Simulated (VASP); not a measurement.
# BaTiO3: single point with PBE+U

Crystal: BaTiO3.

```
Ba Ti O
1.0
     3.80781    0.00000    0.00000
     0.00000    2.72962    2.88592
     0.00000   -2.72962    2.88592
Ba Ti O
1 1 3
Direct
  0.00000 0.00808 0.00808
  0.50000 0.51971 0.51971
  0.00000 0.49163 0.49163
  0.50000 0.49381 0.98300
  0.50000 0.98300 0.49381
```

This cell differs from its parent crystal: strain -0.050 along x and y, +0.000 along z.

* Program: VASP 6.6.1
* Task: single point
* Functional: PBE
* Potentials or basis: VASP PAW PBE potentials, release 64 (Ba_sv, Ti_sv, O)
* Cutoff: 520 eV
* k mesh: 6 × 6 × 6
* Occupations: gaussian, width 0.05 eV
* Spin: no spin polarisation
* Hubbard terms: Ti d U = 4.0 eV
* Dipole correction: no
* Further INCAR settings: ALGO = Normal; EDIFF = 1e-07; NBANDS = 28

The pressure is 25.8 GPa, the largest force is 1.333 eV/Å and the band gap on the k mesh is 2.61 eV, indirect (least direct gap 2.88 eV).

Forces in eV/Å, atoms in the order of the input:
```
Ba   0.000  0.000 -0.127
Ti   0.000  0.000 -1.333
O    0.000  0.000 -0.260
O    0.000 -0.925  0.860
O    0.000  0.925  0.860
```

Stress tensor (GPa, compression positive):
```
30.56  0.00  0.00
 0.00 30.73  0.00
 0.00  0.00 15.98
```

Levels at points of the mesh, in eV from the valence-band top:
```
           k point  band 16  band 17  band 18  band 19  band 20  band 21  band 22  band 23  band 24  band 25
(0.00, 0.00, 0.00)    -1.40    -1.22    -0.59    -0.47    -0.27     2.61     2.85     3.04     4.73     4.77
(0.50, 0.00, 0.00)    -2.35    -1.88    -1.85    -1.38    -0.89     3.07     4.63     4.66     4.70     6.54
(0.00, 0.50, 0.00)    -2.16    -1.85    -1.70    -1.00    -0.88     3.00     4.41     4.43     4.80     6.63
(0.50, 0.50, 0.00)    -3.03    -1.83    -0.87    -0.85    -0.14     4.44     4.71     4.98     5.24     8.13
(0.00, 0.50, 0.50)    -2.74    -1.78    -1.20    -0.94    -0.33     4.34     4.55     4.76     5.83     7.91
(0.50, 0.50, 0.50)    -2.28    -2.13    -0.23    -0.10     0.00     5.08     5.23     5.26     6.51     6.88
```

Eigenvalues of the final occupation matrices:
```
    site  spin  trace               eigenvalues
site 2 d     1   0.87  0.11 0.12 0.12 0.26 0.27
site 2 d     2   0.87  0.11 0.12 0.12 0.26 0.27
```

Wall time 34 s on 1 thread of Intel(R) Xeon(R) 6975P-C (Granite Rapids) (shared host), peak memory 0.22 GiB.

Caveat: the cell differs from its parent crystal (strain -0.050 along x and y, +0.000 along z); spin-orbit coupling is left out, which moves the levels of the heavy elements; forces of over 1 eV/Å act on the atoms, so gaps and moduli don't describe the material at rest. A k mesh can miss the band edges.
